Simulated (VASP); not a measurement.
# ZrB2 (P6/mmm) in VASP: a series of runs

ZrB2 is run at these levels: revPBE, BLYP, PBE; tasks: single point.

Program: VASP 6.6.1. These are calculated values, not measurements. Logs are shortened: lines on timing, memory, paths and dates and some standing lists are left out, and cuts for length are marked.

### 1 The cell of the first run

Symmetry: P6/mmm, No. 191, hexagonal system. Conventional cell: a = 3.170 Å, b = 3.170 Å, c = 3.533 Å, α = 90.00°, β = 90.00°, γ = 120.00°. Within 3.4 Å of Zr (site symmetry 6/mmm) lie 12 B at 2.54 Å and 6 Zr at 3.17 Å. B (site symmetry -6m2) has 3 B at 1.83 Å within 2.4 Å.

### 2 Single point, revPBE

The input, INCAR:

```
ALGO = Normal
EDIFF = 1E-6
ENCUT = 520
GGA = RE
ISIF = 2
ISMEAR = -1
LASPH = True
LCHARG = False
LREAL = False
LWAVE = False
NBANDS = 16
NELM = 60
PREC = Accurate
SIGMA = 0.05
```

The input, KPOINTS:

```
k-points
0
Gamma
  10 10 8
```

The input, POSCAR:

```
ZrB2
1.0
    3.1700000000      0.0000000000      0.0000000000
   -1.5850000000      2.7453005300      0.0000000000
    0.0000000000      0.0000000000      3.5330000000
Zr B
1 2
Direct
    0.0000000000      0.0000000000      0.0000000000
    0.6666666667      0.3333333333      0.5000000000
    0.3333333333      0.6666666667      0.5000000000
```

Potentials or basis: VASP PAW PBE potentials, release 64 (Zr_sv, B).

Launch:

```bash
cat potpaw_PBE.64/Zr_sv/POTCAR potpaw_PBE.64/B/POTCAR > POTCAR
mpirun -np 1 vasp_std > vasp.out
```

OUTCAR:

```text
EDIFF = 1E-6
   ENCUT = 520
   GGA = RE
   ISIF = 2
   ISMEAR = -1
   LASPH = True
   LREAL = False
   NELM = 60
   PREC = Accurate

 ion  position               nearest neighbor table
   1  0.000  0.000  0.000-   2 2.54   3 2.54   2 2.54   3 2.54   2 2.54   2 2.54   3 2.54   3 2.54
                             2 2.54   2 2.54   3 2.54   3 2.54
   2  0.667  0.333  0.500-   3 1.83   3 1.83   3 1.83   1 2.54   1 2.54   1 2.54   1 2.54   1 2.54
                             1 2.54
   3  0.333  0.667  0.500-   2 1.83   2 1.83   2 1.83   1 2.54   1 2.54   1 2.54   1 2.54   1 2.54
                             1 2.54

  LATTYP: Found a hexagonal cell.
 ALAT       =     3.1700000000
 C/A-ratio  =     1.1145110410

  Lattice vectors:

 A1 = (   3.1700000000,   0.0000000000,   0.0000000000)
 A2 = (  -1.5850000000,   2.7453005300,   0.0000000000)
 A3 = (   0.0000000000,   0.0000000000,   3.5330000000)

Analysis of symmetry for initial positions (statically):
=====================================================================
 Subroutine PRICEL returns:
 Original cell was already a primitive cell.

 Routine SETGRP: Setting up the symmetry group for a
 hexagonal supercell.

 Subroutine GETGRP returns: Found 24 space group operations
 (whereof 24 operations were pure point group operations)
 out of a pool of 24 trial point group operations.

The static configuration has the point symmetry D_6h.

Analysis of symmetry for dynamics (positions and initial velocities):
=====================================================================
 Subroutine PRICEL returns:
 Original cell was already a primitive cell.

 Routine SETGRP: Setting up the symmetry group for a
 hexagonal supercell.

 Subroutine GETGRP returns: Found 24 space group operations
 (whereof 24 operations were pure point group operations)
 out of a pool of 24 trial point group operations.

The dynamic configuration has the point symmetry D_6h.

 Subroutine INISYM returns: Found 24 space group operations
 (whereof 24 operations are pure point group operations),
 and found     1 'primitive' translations

----------------------------------------------------------------------------------------

                                     Primitive cell

  volume of cell :      30.7463

  direct lattice vectors                    reciprocal lattice vectors
     3.170000000  0.000000000  0.000000000     0.315457413  0.182129422  0.000000000
    -1.585000000  2.745300530  0.000000000     0.000000000  0.364258845  0.000000000
     0.000000000  0.000000000  3.533000000     0.000000000  0.000000000  0.283045570

  length of vectors
     3.170000000  3.170000000  3.533000000     0.364258845  0.364258845  0.283045570

  position of ions in fractional coordinates (direct lattice)
     0.000000000  0.000000000  0.000000000
     0.666666667  0.333333333  0.500000000
     0.333333333  0.666666667  0.500000000

  ion indices of the primitive-cell ions
   primitive index   ion index
                 1           1
                 2           2
                 3           3

----------------------------------------------------------------------------------------

 KPOINTS: k-points

Automatic generation of k-mesh.
 Grid dimensions read from file:
 generate k-points for:   10   10    8

 Generating k-lattice:

  Cartesian coordinates                     Fractional coordinates (reciprocal lattice)
     0.031545741  0.018212942  0.000000000     0.100000000  0.000000000  0.000000000
     0.000000000  0.036425884  0.000000000     0.000000000  0.100000000  0.000000000
     0.000000000  0.000000000  0.035380696     0.000000000  0.000000000  0.125000000

  Length of vectors
     0.036425884  0.036425884  0.035380696

  Shift w.r.t. Gamma in fractional coordinates (k-lattice)
     0.000000000  0.000000000  0.000000000

 Subroutine IBZKPT returns following result:
 ===========================================

 Found     70 irreducible k-points:

 Following reciprocal coordinates:
            Coordinates               Weight
  0.000000  0.000000  0.000000      1.000000
  0.100000 -0.000000  0.000000      6.000000
  0.200000 -0.000000  0.000000      6.000000
  0.300000  0.000000  0.000000      6.000000
  0.400000  0.000000  0.000000      6.000000
  0.500000  0.000000  0.000000      3.000000
[... 16 lines left out ...]
  0.300000  0.100000  0.125000     24.000000
  0.400000  0.100000  0.125000     24.000000
 [... further k-points ...]
   k-points           NKPTS =     70   k-points in BZ     NKDIM =     70   number of bands    NBANDS=     16
   number of dos      NEDOS =    301   number of ions     NIONS =      3
   total plane-waves  NPLWV =  16128
   dimension x,y,z NGX =    24 NGY =   24 NGZ =   28
   dimension x,y,z NGXF=    48 NGYF=   48 NGZF=   56
   ions per type =               1   2
   NGX,Y,Z   is equivalent  to a cutoff of  12.59, 12.59, 13.18 a.u.
   NGXF,Y,Z  is equivalent  to a cutoff of  25.17, 25.17, 26.35 a.u.
 SYSTEM =  unknown system
   PREC   = accura    normal or accurate (medium, high low for compatibility)
   ISTART =      0    job   : 0-new  1-cont  2-samecut
   ICHARG =      2    charge: 1-file 2-atom 10-const
   ISPIN  =      1    spin polarized calculation?
   LNONCOLLINEAR =      F non collinear calculations
   LSORBIT =      F    spin-orbit coupling
   LASPH  =      T    aspherical Exc in radial PAW
   ENCUT  =  520.0 eV  38.22 Ry    6.18 a.u.   5.89  5.89  6.57*2*pi/ulx,y,z
   NELM   =     60;   NELMIN=  2; NELMDL= -5     # of ELM steps
   EDIFF  = 0.1E-05   stopping-criterion for ELM
   LREAL  =      F    real-space projection
   EDIFFG = 0.1E-04   stopping-criterion for IOM
   NSW    =      0    number of steps for IOM
   IBRION =     -1    ionic relax: 0-MD 1-quasi-New 2-CG
   NFREE  =      0    steps in history (QN), initial steepest desc. (CG)
   ISIF   =      2    stress and relaxation
   ISYM   =      2    0-nonsym 1-usesym 2-fastsym
   POTIM  = 0.5000    time-step for ionic-motion
   TEBEG  =    0.0;   TEEND  =   0.0 temperature during run
   PSTRESS=    0.0 pullay stress
   NELECT =      18.0000    total number of electrons
   NUPDOWN=      -1.0000    fix difference up-down
   EMIN   =  10.00;   EMAX   =-10.00  energy-range for DOS
   EFERMI =   0.00;   METHOD = LEGACY
   ISMEAR =    -1;   SIGMA  =   0.05  broadening in eV -4-tet -1-fermi 0-gaus
   EFERMI_NEDOS =   21; number of points for ismear=-14 and -15
   IALGO  =     38    algorithm
   IMIX   =      4    mixing-type and parameters
     AMIX     =   0.40;   BMIX     =  1.00
     AMIX_MAG =   1.60;   BMIX_MAG =  1.00
  volume/ion in A,a.u.               =      10.25        69.16
  Fermi-wavevector in a.u.,A,eV,Ry     =   1.369519  2.588016 25.518847  1.875582
  Thomas-Fermi vector in A             =   2.495387
   LORBIT       =      0    0 simple, 1 ext, 2 COOP (PROOUT), +10 PAW based schemes
   GGA     = RE    functional components
   LHFCALC =     F    Hartree Fock is set to
   AEXX    =    0.0000 exact exchange contribution
   IVDW    =     0    specifies the selected vdW correction
   LEPSILON=     F    determine dielectric tensor
   LRPA    =     F    only Hartree local field effects (RPA)
 non-spin polarized calculation
  energy-cutoff  :      520.00
  volume of cell :       30.75
 maximum number of plane-waves:       844
 NGX is ok and might be reduce to    24
   NGX = 11   NGY = 11   NGZ = 13

 number of electron      18.0000000 magnetization

 Free energy of the ion-electron system (eV)
  ---------------------------------------------------
  ext. energy  EPLUGINS =         0.00000000
  ---------------------------------------------------
  free energy    TOTEN  =       -24.11245962 eV

  energy without entropy =      -24.10961008  energy(sigma->0) =      -24.11103485

 E-fermi :  10.5111     XC(G=0): -12.4130

 val. band max:       10.4757921470   @ k =   0.2000   0.2000   0.1250
 cond. band min:      10.6697809036   @ k =   0.1000  -0.0000   0.5000
 fundamental gap:      0.1939887567
 Fermi energy:        10.5110941767

 k-point     1 :       0.0000    0.0000    0.0000
  band No.  band energies     occupation
      1     -38.0572      2.00000
      2     -16.2372      2.00000
      3     -15.6926      2.00000
      4     -15.6926      2.00000
      5      -2.1746      2.00000
      6       7.9692      2.00000
[... 8 lines left out ...]
     15      15.7466      0.00000
     16      15.7466      0.00000

 k-point     2 :       0.1000   -0.0000    0.0000
  band No.  band energies     occupation
      1     -38.0462      2.00000
      2     -16.2209      2.00000
      3     -15.7884      2.00000
      4     -15.7134      2.00000
      5      -1.9750      2.00000
      6       7.3933      2.00000
[... 8 lines left out ...]
     15      16.4118      0.00000
     16      16.9405      0.00000

 k-point     3 :       0.2000   -0.0000    0.0000
  band No.  band energies     occupation
      1     -38.0174      2.00000
      2     -16.1778      2.00000
      3     -16.0319      2.00000
      4     -15.7673      2.00000
      5      -1.4074      2.00000
      6       6.1239      2.00000
[... 8 lines left out ...]
     15      17.3919      0.00000
     16      18.1978      0.00000

 k-point     4 :       0.3000    0.0000    0.0000
  band No.  band energies     occupation
      1     -37.9815      2.00000
      2     -16.3198      2.00000
      3     -16.1241      2.00000
      4     -15.8330      2.00000
      5      -0.5426      2.00000
      6       4.6738      2.00000
[... 8 lines left out ...]
     15      18.3790      0.00000
     16      20.4962      0.00000
[... 324 lines left out ...]
 k-point    22 :       0.2000    0.1000    0.1250
  band No.  band energies     occupation
      1     -37.9913      2.00000
      2     -16.2045      2.00000
      3     -16.1792      2.00000
      4     -15.8302      2.00000
      5      -0.7251      2.00000
      6       5.3454      2.00000
[... 8 lines left out ...]
     15      17.8444      0.00000
     16      19.1821      0.00000

 k-point    23 :       0.3000    0.1000    0.1250
  band No.  band energies     occupation
      1     -37.9587      2.00000
      2     -16.4287      2.00000
      3     -16.1395      2.00000
      4     -15.9065      2.00000
      5       0.1921      2.00000
      6       3.9296      2.00000
[... 8 lines left out ...]
     15      18.1121      0.00000
     16      20.9980      0.00000

 k-point    24 :       0.4000    0.1000    0.1250
  band No.  band energies     occupation
      1     -37.9384      2.00000
      2     -16.5704      2.00000
      3     -16.1073      2.00000
      4     -15.9531      2.00000
      5       1.2980      2.00000
      6       2.5623      2.00000
[... 8 lines left out ...]
     15      18.8706      0.00000
     16      20.6970      0.00000

 [... further k-points ...]

------------------------ aborting loop because EDIFF is reached ----------------------------------------

  FORCE on cell =-STRESS in cart. coord.  units (eV):
  Direction    XX          YY          ZZ          XY          YZ          ZX
  --------------------------------------------------------------------------------------
  -------------------------------------------------------------------------------------
  Total        0.6294535      0.6294535      0.8004588      0.0000000      0.0000000     -0.0000000
  in kB       32.8005733     32.8005733     41.7115945      0.0000000      0.0000000     -0.0000000
  external PRESSURE =      35.7709137 kB  Pullay stress =       0.0000000 kB

 VOLUME and BASIS-vectors are now :
 -----------------------------------------------------------------------------
  energy-cutoff  :      520.00
  volume of cell :       30.75
      direct lattice vectors                 reciprocal lattice vectors
     3.170000000  0.000000000  0.000000000     0.315457413  0.182129422  0.000000000
    -1.585000000  2.745300530  0.000000000     0.000000000  0.364258845  0.000000000
     0.000000000  0.000000000  3.533000000     0.000000000  0.000000000  0.283045570

 POSITION                                       TOTAL-FORCE (eV/Angst)
 -----------------------------------------------------------------------------------
      0.00000      0.00000      0.00000         0.000000      0.000000      0.000000
      1.58500      0.91510      1.76650        -0.000000     -0.000000      0.000000
     -0.00000      1.83020      1.76650        -0.000000      0.000000      0.000000
 -----------------------------------------------------------------------------------
    total drift:                               -0.000000      0.000000      0.000000

  FREE ENERGIE OF THE ION-ELECTRON SYSTEM (eV)
  ---------------------------------------------------
  free  energy   TOTEN  =       -24.1124596186 eV

  energy  without entropy=      -24.1096100844  energy(sigma->0) =      -24.11103485
```

Run time: 20 s. Hardware: 1 thread of Intel Xeon 8259CL, shared host; peak memory 0.16 GiB.

What came out:

| Item | Value |
| --- | --- |
| Free energy | -24.1125 eV |
| Pressure | 3.6 GPa |
| Band gap on the k mesh | zero (band 9 reaches 11.17 eV, above the bottom of band 10 at 10.37 eV) |

Caveat: the PAW data sets were made with another functional, which shifts forces and pressure a little.

### 3 Single point, BLYP

The input, INCAR:

```
SYSTEM = ZrB2
  PREC = Accurate
  ENCUT = 520
  EDIFF = 1E-6
  ISMEAR = -1
  SIGMA = 0.05
  LREAL = .FALSE.
  LASPH = .TRUE.
  NELM = 80
  ALGO = Normal
  ISIF = 2
  LWAVE = .FALSE.
  LCHARG = .TRUE.
  GGA = B5
  ALDAX = 1.0
  AGGAX = 1.0
  AGGAC = 1.0
  ALDAC = 0.0
  LELF = .TRUE.
  LVHAR = .TRUE.
  NBANDS = 16
```

The input, KPOINTS:

```
regular mesh
0
G
  10 10 8
  0 0 0
```

POSCAR is that of step 2.

Potentials or basis: VASP PAW PBE potentials, release 64 (Zr_sv, B).

Launch:

```bash
cat potpaw_PBE.64/Zr_sv/POTCAR potpaw_PBE.64/B/POTCAR > POTCAR
mpirun -np 1 vasp_std > vasp.out
```

Run time: 31 s. Hardware: 1 thread of Intel Xeon 8259CL, shared host; peak memory 0.16 GiB.

Results (log left out):

| Item | Value |
| --- | --- |
| Free energy | -22.0891 eV |
| Pressure | 7.7 GPa |
| Band gap on the k mesh | zero (band 9 reaches 11.62 eV, above the bottom of band 10 at 10.80 eV) |

Stress tensor (GPa, compression positive):
```
 5.92  0.00  0.00
 0.00  5.92  0.00
 0.00  0.00 11.30
```

Levels at points of the mesh, in eV from the Fermi level:
```tsv
k point	band 7	band 8	band 9	band 10	band 11	band 12
(0.00, 0.00, 0.00)	-2.60	-2.39	-2.26	3.38	3.38	4.08
(0.50, 0.00, 0.00)	-3.81	-3.01	-2.51	2.28	2.32	4.81
(0.00, 0.00, 0.50)	-0.98	-0.98	0.43	0.43	0.81	0.81
(0.50, 0.00, 0.50)	-4.54	-3.99	-1.85	3.72	4.30	5.17
```

Caveat: the PAW data sets were made with another functional, which shifts forces and pressure a little.

### 4 Single point, PBE

The input, INCAR:

```
PREC = Accurate
ENCUT = 520
EDIFF = 1E-6
ISMEAR = 0
SIGMA = 0.016
LREAL = False
LASPH = True
NELM = 60
ALGO = Normal
ISIF = 2
LWAVE = False
LCHARG = False
GGA = PE
NBANDS = 16
```

The input, KPOINTS:

```
regular mesh
0
Gamma
  10 10 8
```

POSCAR is that of step 3.

Launch:

```bash
cat potpaw_PBE.64/Zr_sv/POTCAR potpaw_PBE.64/B/POTCAR > POTCAR
mpirun -np 1 vasp_std > vasp.out
```

Wall time 27 s (1 thread of Intel Xeon 8259CL, shared host); peak memory 0.16 GiB.

It converged, with:

```yaml
Free_energy: -24.9741 eV
Pressure: 0.9 GPa
Band_gap_on_the_k_mesh: zero (band 9 reaches 11.10 eV, above the bottom of band 10 at 10.29 eV)
```

Stress tensor (GPa, compression positive):
```
0.51 0.00 0.00
0.00 0.51 0.00
0.00 0.00 1.77
```

Levels at points of the mesh, in eV from the Fermi level:
| k point | band 7 | band 8 | band 9 | band 10 | band 11 | band 12 |
| --- | --- | --- | --- | --- | --- | --- |
| (0.00, 0.00, 0.00) | -2.51 | -2.46 | -2.22 | 3.52 | 3.52 | 4.30 |
| (0.50, 0.00, 0.00) | -3.77 | -2.93 | -2.56 | 2.35 | 2.43 | 5.04 |
| (0.00, 0.00, 0.50) | -0.84 | -0.84 | 0.45 | 0.45 | 0.90 | 0.90 |
| (0.50, 0.00, 0.50) | -4.48 | -4.01 | -1.88 | 3.87 | 4.21 | 5.41 |

### 5 Single point, PBE

The input, INCAR:

```
SYSTEM = ZrB2
PREC = Accurate
ENCUT = 520
EDIFF = 1E-6
ISMEAR = 0
SIGMA = 0.017
LREAL = .FALSE.
LASPH = .TRUE.
NELM = 60
ALGO = Normal
ISIF = 2
LWAVE = .FALSE.
LCHARG = .FALSE.
GGA = PE
NBANDS = 16
```

The input, KPOINTS:

```
regular mesh
0
G
  10 10 8
  0 0 0
```

POSCAR is that of step 4.

Launch:

```bash
cat potpaw_PBE.64/Zr_sv/POTCAR potpaw_PBE.64/B/POTCAR > POTCAR
mpirun -np 1 vasp_std > vasp.out
```

Run time: 32 s. Hardware: 1 thread of Intel Xeon 8259CL, shared host; peak memory 0.16 GiB.

Results (log left out):

```
Free energy            : -24.9741 eV
Pressure               : 0.9 GPa
Band gap on the k mesh : zero (band 9 reaches 11.10 eV, above the bottom of band 10 at 10.29 eV)
```

Stress tensor (GPa, compression positive):
```
0.51 0.00 0.00
0.00 0.51 0.00
0.00 0.00 1.77
```

Levels at points of the mesh, in eV from the Fermi level:
```tsv
k point	band 5	band 6	band 7	band 8	band 9	band 10	band 11	band 12	band 13	band 14
(0.00, 0.00, 0.00)	-12.60	-2.51	-2.51	-2.46	-2.22	3.52	3.52	4.30	4.30	4.98
(0.50, 0.00, 0.00)	-8.83	-8.39	-3.77	-2.93	-2.56	2.35	2.43	5.04	5.12	6.64
(0.00, 0.00, 0.50)	-10.57	-6.84	-0.84	-0.84	0.45	0.45	0.90	0.90	1.96	5.16
(0.50, 0.00, 0.50)	-9.80	-6.87	-4.48	-4.01	-1.88	3.87	4.21	5.41	6.36	6.60
```

### 6 Overview

| level | smearing | gap on the mesh (eV) | pressure (GPa) |
| --- | --- | --- | --- |
| revPBE | fermi-dirac 0.05 eV | none | 3.6 |
| BLYP | fermi-dirac 0.05 eV | none | 7.7 |
| PBE | gaussian 0.016 eV | none | 0.9 |
| PBE | gaussian 0.017 eV | none | 0.9 |

Alike in all rows: task single point; potentials or basis VASP PAW PBE potentials, release 64 (Zr_sv, B); no spin polarisation; cell as given; k mesh 10 × 10 × 8; cutoff (eV) 520.

Every run on the cell as given and a fine mesh finds a metal. The pressure there spans 0.9 GPa (PBE) to 7.7 GPa (BLYP); a positive pressure means that this level wants a larger cell, a negative one a smaller.

Caveats: the PAW data sets were made with another functional, which shifts forces and pressure a little (some runs).

Absolute energies hang on the potentials; compare differences alone.
